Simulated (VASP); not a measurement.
# Zr3S2 (I-4m2) in VASP: a series of runs

The runs below take Zr3S2 through single point, with PBE.

Program: VASP 6.6.1. These are calculated values, not measurements. Logs are shortened: lines on timing, memory, paths and dates and some standing lists are left out, and cuts for length are marked.

### 1 The cell of the first run

The structure is tetragonal, space group I-4m2 (No. 119). Conventional cell: a = 3.543 Å, b = 3.543 Å, c = 17.306 Å, α = 90.00°, β = 90.00°, γ = 90.00°. Zr (site symmetry 2mm) has 3 S at 2.50 to 2.55 Å within 3.3 Å. Zr (site symmetry -4m2) has 4 S at 2.50 Å within 3.3 Å. Within 3.4 Å of S (site symmetry -4m2) lie 4 Zr at 2.55 Å. Within 3.3 Å of S (site symmetry -4m2) lie 6 Zr at 2.50 Å.

The cell was built from a structure type or drawn by symmetry, and may not be a known phase.

### 2 Single point, PBE

INCAR

```
ALGO = Normal
EDIFF = 1E-6
ENCUT = 520
GGA = PE
ISIF = 2
ISMEAR = 0
LASPH = T
LCHARG = T
LELF = T
LREAL = F
LVHAR = T
LWAVE = F
NBANDS = 32
NELM = 80
PREC = Accurate
SIGMA = 0.1
```

KPOINTS

```
k-points
0
Gamma
  4 4 4
```

POSCAR

```
Zr3S2
1.0
   -1.7712834642      1.7712834642      8.6528279860
    1.7712834642     -1.7712834642      8.6528279860
    1.7712834642      1.7712834642     -8.6528279860
Zr S
3 2
Direct
    0.6441887463      0.6441887463      0.0000000000
    0.3558112537      0.3558112537      0.0000000000
    0.0000000000      0.0000000000      0.0000000000
    0.7500000000      0.2500000000      0.5000000000
    0.5000000000      0.5000000000      0.0000000000
```

Potentials or basis: VASP PAW PBE potentials, release 64 (Zr_sv, S).

Started as:

```console
$ cat potpaw_PBE.64/Zr_sv/POTCAR potpaw_PBE.64/S/POTCAR > POTCAR
$ mpirun -np 1 vasp_std > vasp.out
```

OUTCAR:

```text
EDIFF = 1E-6
   ENCUT = 520
   GGA = PE
   ISIF = 2
   ISMEAR = 0
   LASPH = T
   LREAL = F
   NELM = 80
   PREC = Accurate

 ion  position               nearest neighbor table
   1  0.644  0.644  0.000-   5 2.50   4 2.55   4 2.55   3 3.54   3 3.54   3 3.54   3 3.54
   2  0.356  0.356  0.000-   5 2.50   4 2.55   4 2.55   3 3.54   3 3.54   3 3.54   3 3.54
   3  0.000  0.000  0.000-   5 2.50   5 2.50   5 2.50   5 2.50   1 3.54   1 3.54   2 3.54   1 3.54
                             2 3.54   1 3.54   2 3.54   2 3.54
   4  0.750  0.250  0.500-   2 2.55   1 2.55   2 2.55   1 2.55
   5  0.500  0.500  0.000-   1 2.50   2 2.50   3 2.50   3 2.50   3 2.50   3 2.50

  LATTYP: Found a body centered tetragonal cell.
 ALAT       =     3.5425669284
 C/A-ratio  =     4.8850611214

  Lattice vectors:

 A1 = (  -1.7712834642,   1.7712834642,   8.6528279860)
 A2 = (   1.7712834642,  -1.7712834642,   8.6528279860)
 A3 = (   1.7712834642,   1.7712834642,  -8.6528279860)

Analysis of symmetry for initial positions (statically):
=====================================================================
 Subroutine PRICEL returns:
 Original cell was already a primitive cell.

 Routine SETGRP: Setting up the symmetry group for a
 body centered tetragonal supercell.

 Subroutine GETGRP returns: Found  8 space group operations
 (whereof  8 operations were pure point group operations)
 out of a pool of 16 trial point group operations.

The static configuration has the point symmetry D_2d.

Analysis of symmetry for dynamics (positions and initial velocities):
=====================================================================
 Subroutine PRICEL returns:
 Original cell was already a primitive cell.

 Routine SETGRP: Setting up the symmetry group for a
 body centered tetragonal supercell.

 Subroutine GETGRP returns: Found  8 space group operations
 (whereof  8 operations were pure point group operations)
 out of a pool of 16 trial point group operations.

The dynamic configuration has the point symmetry D_2d.

 Subroutine INISYM returns: Found  8 space group operations
 (whereof  8 operations are pure point group operations),
 and found     1 'primitive' translations

----------------------------------------------------------------------------------------

                                     Primitive cell

  volume of cell :     108.5911

  direct lattice vectors                    reciprocal lattice vectors
    -1.771283464  1.771283464  8.652827986     0.000000000  0.282281188  0.057784576
     1.771283464 -1.771283464  8.652827986     0.282281188  0.000000000  0.057784576
     1.771283464  1.771283464 -8.652827986     0.282281188  0.282281188  0.000000000

  length of vectors
     9.008125353  9.008125353  9.008125353     0.288134910  0.288134910  0.399205884

  position of ions in fractional coordinates (direct lattice)
     0.644188746  0.644188746  0.000000000
     0.355811254  0.355811254  0.000000000
     0.000000000  0.000000000  0.000000000
     0.750000000  0.250000000  0.500000000
     0.500000000  0.500000000  0.000000000

  ion indices of the primitive-cell ions
   primitive index   ion index
                 1           1
                 2           2
                 3           3
                 4           4
                 5           5

----------------------------------------------------------------------------------------

 KPOINTS: k-points

Automatic generation of k-mesh.
 Grid dimensions read from file:
 generate k-points for:    4    4    4

 Generating k-lattice:

  Cartesian coordinates                     Fractional coordinates (reciprocal lattice)
     0.000000000  0.070570297  0.014446144     0.250000000 -0.000000000  0.000000000
     0.070570297  0.000000000  0.014446144    -0.000000000  0.250000000  0.000000000
     0.070570297  0.070570297  0.000000000     0.000000000  0.000000000  0.250000000

  Length of vectors
     0.072033727  0.072033727  0.099801471

  Shift w.r.t. Gamma in fractional coordinates (k-lattice)
     0.000000000  0.000000000  0.000000000

 Subroutine IBZKPT returns following result:
 ===========================================

 Found     13 irreducible k-points:

 Following reciprocal coordinates:
            Coordinates               Weight
  0.000000  0.000000  0.000000      1.000000
  0.250000  0.000000  0.000000      8.000000
  0.500000  0.000000  0.000000      4.000000
  0.250000  0.250000  0.000000      8.000000
  0.500000  0.250000 -0.000000     16.000000
 -0.250000  0.250000  0.000000      4.000000
  0.500000  0.500000  0.000000      2.000000
  0.250000  0.250000  0.250000      2.000000
 -0.250000  0.250000  0.250000      4.000000
  0.500000  0.500000  0.250000      4.000000
 -0.250000  0.500000  0.250000      8.000000
 -0.250000 -0.250000  0.250000      2.000000
  0.500000  0.500000  0.500000      1.000000
   k-points           NKPTS =     13   k-points in BZ     NKDIM =     13   number of bands    NBANDS=     32
   number of dos      NEDOS =    301   number of ions     NIONS =      5
   total plane-waves  NPLWV = 343000
   dimension x,y,z NGX =    70 NGY =   70 NGZ =   70
   dimension x,y,z NGXF=   140 NGYF=  140 NGZF=  140
   ions per type =               3   2
   NGX,Y,Z   is equivalent  to a cutoff of  12.92, 12.92, 12.92 a.u.
   NGXF,Y,Z  is equivalent  to a cutoff of  25.84, 25.84, 25.84 a.u.
 SYSTEM =  unknown system
   PREC   = accura    normal or accurate (medium, high low for compatibility)
   ISTART =      0    job   : 0-new  1-cont  2-samecut
   ICHARG =      2    charge: 1-file 2-atom 10-const
   ISPIN  =      1    spin polarized calculation?
   LNONCOLLINEAR =      F non collinear calculations
   LSORBIT =      F    spin-orbit coupling
   LASPH  =      T    aspherical Exc in radial PAW
   ENCUT  =  520.0 eV  38.22 Ry    6.18 a.u.  16.75 16.75 16.75*2*pi/ulx,y,z
   NELM   =     80;   NELMIN=  2; NELMDL= -5     # of ELM steps
   EDIFF  = 0.1E-05   stopping-criterion for ELM
   LREAL  =      F    real-space projection
   EDIFFG = 0.1E-04   stopping-criterion for IOM
   NSW    =      0    number of steps for IOM
   IBRION =     -1    ionic relax: 0-MD 1-quasi-New 2-CG
   NFREE  =      0    steps in history (QN), initial steepest desc. (CG)
   ISIF   =      2    stress and relaxation
   ISYM   =      2    0-nonsym 1-usesym 2-fastsym
   POTIM  = 0.5000    time-step for ionic-motion
   TEBEG  =    0.0;   TEEND  =   0.0 temperature during run
   PSTRESS=    0.0 pullay stress
   NELECT =      48.0000    total number of electrons
   NUPDOWN=      -1.0000    fix difference up-down
   EMIN   =  10.00;   EMAX   =-10.00  energy-range for DOS
   EFERMI =   0.00;   METHOD = LEGACY
   ISMEAR =     0;   SIGMA  =   0.10  broadening in eV -4-tet -1-fermi 0-gaus
   EFERMI_NEDOS =   21; number of points for ismear=-14 and -15
   IALGO  =     38    algorithm
   IMIX   =      4    mixing-type and parameters
     AMIX     =   0.40;   BMIX     =  1.00
     AMIX_MAG =   1.60;   BMIX_MAG =  1.00
  volume/ion in A,a.u.               =      21.72       146.56
  Fermi-wavevector in a.u.,A,eV,Ry     =   1.247069  2.356619 21.159526  1.555181
  Thomas-Fermi vector in A             =   2.381218
   LORBIT       =      0    0 simple, 1 ext, 2 COOP (PROOUT), +10 PAW based schemes
   GGA     = PE    functional components
   LHFCALC =     F    Hartree Fock is set to
   AEXX    =    0.0000 exact exchange contribution
   IVDW    =     0    specifies the selected vdW correction
   LEPSILON=     F    determine dielectric tensor
   LRPA    =     F    only Hartree local field effects (RPA)
 non-spin polarized calculation
 Gauss-broadening in eV      SIGMA  =   0.10
  energy-cutoff  :      520.00
  volume of cell :      108.59
 maximum number of plane-waves:      2948
 NGX is ok and might be reduce to    70
   NGX = 33   NGY = 33   NGZ = 33

 number of electron      48.0000001 magnetization

 Free energy of the ion-electron system (eV)
  ---------------------------------------------------
  ext. energy  EPLUGINS =         0.00000000
  ---------------------------------------------------
  free energy    TOTEN  =       -38.75071801 eV

  energy without entropy =      -38.72706671  energy(sigma->0) =      -38.73889236

 E-fermi :   8.2776     XC(G=0): -10.5599

 val. band max:        8.1883760629   @ k =   0.5000   0.5000   0.2500
 cond. band min:       8.2939455961   @ k =  -0.2500   0.5000   0.2500
 fundamental gap:      0.1055695332
 Fermi energy:         8.2775678776

 k-point     1 :       0.0000    0.0000    0.0000
  band No.  band energies     occupation
      1     -41.2490      2.00000
      2     -41.2441      2.00000
      3     -41.1023      2.00000
      4     -19.4580      2.00000
      5     -19.4270      2.00000
      6     -19.2703      2.00000
[... 24 lines left out ...]
     31      10.2804      0.00000
     32      10.8727      0.00000

 k-point     2 :       0.2500    0.0000    0.0000
  band No.  band energies     occupation
      1     -41.2405      2.00000
      2     -41.2378      2.00000
      3     -41.0949      2.00000
      4     -19.5557      2.00000
      5     -19.4081      2.00000
      6     -19.2993      2.00000
[... 24 lines left out ...]
     31      10.6183      0.00000
     32      10.9418      0.00000

 k-point     3 :       0.5000    0.0000    0.0000
  band No.  band energies     occupation
      1     -41.2324      2.00000
      2     -41.2311      2.00000
      3     -41.0876      2.00000
      4     -19.6876      2.00000
      5     -19.3944      2.00000
      6     -19.3738      2.00000
[... 24 lines left out ...]
     31      10.8268      0.00000
     32      11.0413      0.00000

 k-point     4 :       0.2500    0.2500    0.0000
  band No.  band energies     occupation
      1     -41.2328      2.00000
      2     -41.2316      2.00000
      3     -41.0872      2.00000
      4     -19.5290      2.00000
      5     -19.3988      2.00000
      6     -19.3904      2.00000
[... 24 lines left out ...]
     31      10.3828      0.00000
     32      11.1745      0.00000

 k-point     5 :       0.5000    0.2500   -0.0000
  band No.  band energies     occupation
      1     -41.2256      2.00000
      2     -41.2249      2.00000
      3     -41.0794      2.00000
      4     -19.6083      2.00000
      5     -19.4046      2.00000
      6     -19.3732      2.00000
[... 24 lines left out ...]
     31      11.1830      0.00000
     32      11.6017      0.00000

 k-point     6 :      -0.2500    0.2500    0.0000
  band No.  band energies     occupation
      1     -41.2331      2.00000
      2     -41.2313      2.00000
      3     -41.0872      2.00000
      4     -19.5348      2.00000
      5     -19.3930      2.00000
      6     -19.3824      2.00000
[... 24 lines left out ...]
     31      10.2327      0.00000
     32      11.4555      0.00000

 k-point     7 :       0.5000    0.5000    0.0000
  band No.  band energies     occupation
      1     -41.2188      2.00000
      2     -41.2186      2.00000
      3     -41.0712      2.00000
      4     -19.5155      2.00000
      5     -19.5125      2.00000
      6     -19.3732      2.00000
[... 24 lines left out ...]
     31      11.5360      0.00000
     32      11.6651      0.00000

 k-point     8 :       0.2500    0.2500    0.2500
  band No.  band energies     occupation
      1     -41.2188      2.00000
      2     -41.2186      2.00000
      3     -41.0712      2.00000
      4     -19.5151      2.00000
      5     -19.5130      2.00000
      6     -19.3732      2.00000
[... 24 lines left out ...]
     31      11.5360      0.00000
     32      11.6429      0.00000

 k-point     9 :      -0.2500    0.2500    0.2500
  band No.  band energies     occupation
      1     -41.2324      2.00000
      2     -41.2311      2.00000
      3     -41.0876      2.00000
      4     -19.6876      2.00000
      5     -19.3969      2.00000
      6     -19.3669      2.00000
[... 24 lines left out ...]
     31      10.7180      0.00000
     32      11.0611      0.00000

 k-point    10 :       0.5000    0.5000    0.2500
  band No.  band energies     occupation
      1     -41.2323      2.00000
      2     -41.2321      2.00000
      3     -41.0872      2.00000
      4     -19.5222      2.00000
      5     -19.4104      2.00000
      6     -19.3923      2.00000
[... 24 lines left out ...]
     31      10.7567      0.00000
     32      10.9043      0.00000

 k-point    11 :      -0.2500    0.5000    0.2500
  band No.  band energies     occupation
      1     -41.2399      2.00000
      2     -41.2385      2.00000
      3     -41.0949      2.00000
      4     -19.5416      2.00000
      5     -19.4317      2.00000
      6     -19.2946      2.00000
[... 24 lines left out ...]
     31      10.7011      0.00000
     32      10.9268      0.00000

 k-point    12 :      -0.2500   -0.2500    0.2500
  band No.  band energies     occupation
      1     -41.2484      2.00000
      2     -41.2447      2.00000
      3     -41.1022      2.00000
      4     -19.4684      2.00000
      5     -19.4146      2.00000
      6     -19.2708      2.00000
[... 24 lines left out ...]
     31      10.6005      0.00000
     32      10.7984      0.00000

 k-point    13 :       0.5000    0.5000    0.5000
  band No.  band energies     occupation
      1     -41.2474      2.00000
      2     -41.2457      2.00000
      3     -41.1022      2.00000
      4     -19.4753      2.00000
      5     -19.4057      2.00000
      6     -19.2712      2.00000
[... 24 lines left out ...]
     31      10.9412      0.00000
     32      10.9412      0.00000

------------------------ aborting loop because EDIFF is reached ----------------------------------------

  FORCE on cell =-STRESS in cart. coord.  units (eV):
  Direction    XX          YY          ZZ          XY          YZ          ZX
  --------------------------------------------------------------------------------------
  -------------------------------------------------------------------------------------
  Total       -0.0004421     -0.0004421      0.0108494      0.0000000      0.0000000      0.0000000
  in kB       -0.0065233     -0.0065233      0.1600739      0.0000000      0.0000000      0.0000000
  external PRESSURE =       0.0490091 kB  Pullay stress =       0.0000000 kB

 VOLUME and BASIS-vectors are now :
 -----------------------------------------------------------------------------
  energy-cutoff  :      520.00
  volume of cell :      108.59
      direct lattice vectors                 reciprocal lattice vectors
    -1.771283464  1.771283464  8.652827986     0.000000000  0.282281188  0.057784576
     1.771283464 -1.771283464  8.652827986     0.282281188  0.000000000  0.057784576
     1.771283464  1.771283464 -8.652827986     0.282281188  0.282281188  0.000000000

 POSITION                                       TOTAL-FORCE (eV/Angst)
 -----------------------------------------------------------------------------------
      0.00000      0.00000     11.14811         0.000000     -0.000000     -0.000845
      0.00000      0.00000      6.15755         0.000000     -0.000000      0.000845
      0.00000      0.00000      0.00000        -0.000000      0.000000      0.000000
     -0.00000      1.77128      4.32641        -0.000000      0.000000      0.000000
      0.00000      0.00000      8.65283        -0.000000      0.000000      0.000000
 -----------------------------------------------------------------------------------
    total drift:                               -0.000000      0.000000     -0.000000

  FREE ENERGIE OF THE ION-ELECTRON SYSTEM (eV)
  ---------------------------------------------------
  free  energy   TOTEN  =       -38.7507180149 eV

  energy  without entropy=      -38.7270667109  energy(sigma->0) =      -38.73889236
```

Wall time 3.5 min (1 thread of Intel Xeon 6975P-C (Granite Rapids), shared host); peak memory 0.61 GiB.

Results:

| Item | Value |
| --- | --- |
| Free energy | -38.7507 eV |
| Pressure | 0.0 GPa |
| Band gap on the k mesh | zero (bands 24 and 25 overlap by 0.48 eV) |

Caveat: the k points lie up to 0.45 Å⁻¹ apart.

### 3 Single point, PBE

This run uses another cell than the first one, of 23.03 Å³/atom.

INCAR

```
PREC     = Accurate       # precision mode
ENCUT    = 520            # plane-wave cutoff, eV
EDIFF    = 1E-7           # SCF threshold, eV
ISMEAR   = 0              # smearing method
SIGMA    = 0.1            # smearing width, eV
LREAL    = F              # projectors in reciprocal space
LASPH    = T              # aspherical terms in the spheres
NELM     = 100            # most SCF steps
ALGO     = Normal         # electronic algorithm
ISIF     = 2              # what is computed and relaxed
LWAVE    = F              # write WAVECAR
LCHARG   = F              # write CHGCAR
GGA      = PE             # functional
NBANDS   = 32             # bands
```

KPOINTS

```
regular mesh
0
Gamma
  4 4 4
```

POSCAR

```
Zr3S2
1.0
   -2.6584484600      2.6584484600      4.0730037900
    2.6584484600     -2.6584484600      4.0730037900
    2.6584484600      2.6584484600     -4.0730037900
Zr S
3 2
Direct
    0.7238064900      0.7238064900      0.0000000000
    0.2761935100      0.2761935100      0.0000000000
    0.0000000000      0.0000000000      0.0000000000
    0.7500000000      0.2500000000      0.5000000000
    0.5000000000      0.5000000000      0.0000000000
```

Potentials or basis: VASP PAW PBE potentials, release 64 (Zr_sv, S).

Started as:

```console
$ cat potpaw_PBE.64/Zr_sv/POTCAR potpaw_PBE.64/S/POTCAR > POTCAR
$ mpirun -np 1 vasp_std > vasp.out
```

It took 57 s on 1 thread of Intel Xeon 6975P-C (Granite Rapids), shared host; peak memory 0.25 GiB.

It converged, with:

```yaml
Free_energy: -23.2345 eV
Pressure: 38.5 GPa
Largest_force: 15.462 eV/Å
Band_gap_on_the_k_mesh: zero (bands 24 and 25 overlap by 0.06 eV)
```

Forces on the atoms (eV/Å):
```
Zr    0.000   0.000  15.462
Zr    0.000   0.000 -15.462
Zr    0.000   0.000   0.000
S     0.000   0.000   0.000
S     0.000   0.000   0.000
```

Stress tensor (GPa, compression positive):
```
 -6.73   0.00   0.00
  0.00  -6.73   0.00
  0.00   0.00 128.97
```

Levels at points of the mesh, in eV from the Fermi level:
```
           k point  band 20  band 21  band 22  band 23  band 24  band 25  band 26  band 27  band 28  band 29
(0.00, 0.00, 0.00)    -3.17    -2.63    -1.66    -1.38    -1.38     0.52     0.82     2.04     2.58     2.83
(0.50, 0.00, 0.00)    -3.17    -1.49    -0.99    -0.15    -0.01     0.11     0.62     0.88     1.27     1.47
(0.50, 0.50, 0.00)    -3.18    -1.94    -0.93    -0.69    -0.10     0.16     0.42     0.78     1.77     2.90
(0.50, 0.50, 0.50)    -3.22    -2.38    -2.38    -1.86    -0.45    -0.02     0.66     1.28     1.59     2.17
```

Caveat: the cell stands under pressure; forces of over 1 eV/Å act on the atoms, so gaps and moduli don't describe the material at rest.
